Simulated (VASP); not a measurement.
GaN, 2 atoms in the cell. The structure is cubic, space group F-43m (No. 216). Conventional cell: a = 4.498 Å, b = 4.498 Å, c = 4.498 Å, α = 90.00°, β = 90.00°, γ = 90.00°. Within 2.6 Å of Ga (site symmetry -43m) lie 4 N at 1.95 Å. Within 2.6 Å of N (site symmetry -43m) lie 4 Ga at 1.95 Å. 

```yaml
Program: VASP 6.6.1
Task: single point
Functional: r2SCAN
Potentials_or_basis: VASP PAW PBE potentials, release 64 (Ga_d, N_h)
Cutoff: 910 eV
k_mesh: 10 × 10 × 10
Occupations: gaussian, width 0.01 eV
Spin: no spin polarisation
Dipole_correction: no
Second_run: hard_potentials
Further_INCAR_settings: ALGO = Normal; EDIFF = 1e-06; NBANDS = 16
```

Potentials or basis: VASP PAW PBE potentials, release 64 (Ga_d, N_h).

The run is started by

```bash
$ cat potpaw_PBE.64/Ga_d/POTCAR potpaw_PBE.64/N_h/POTCAR > POTCAR
$ cp INCAR.step1 INCAR
$ mpirun -np 1 vasp_std > vasp.out
$ cp INCAR.step2 INCAR
$ mpirun -np 1 vasp_std > vasp.out
```

Hardware: 1 thread of Intel(R) Xeon(R) 6975P-C (Granite Rapids), with other jobs on the host.

**Question.** How long does it take, and how much memory?

**Answer.** Run time: 96 s on 1 thread of Intel(R) Xeon(R) 6975P-C (Granite Rapids), on a shared host, peak memory 0.2 GiB. Counts: k points 47.
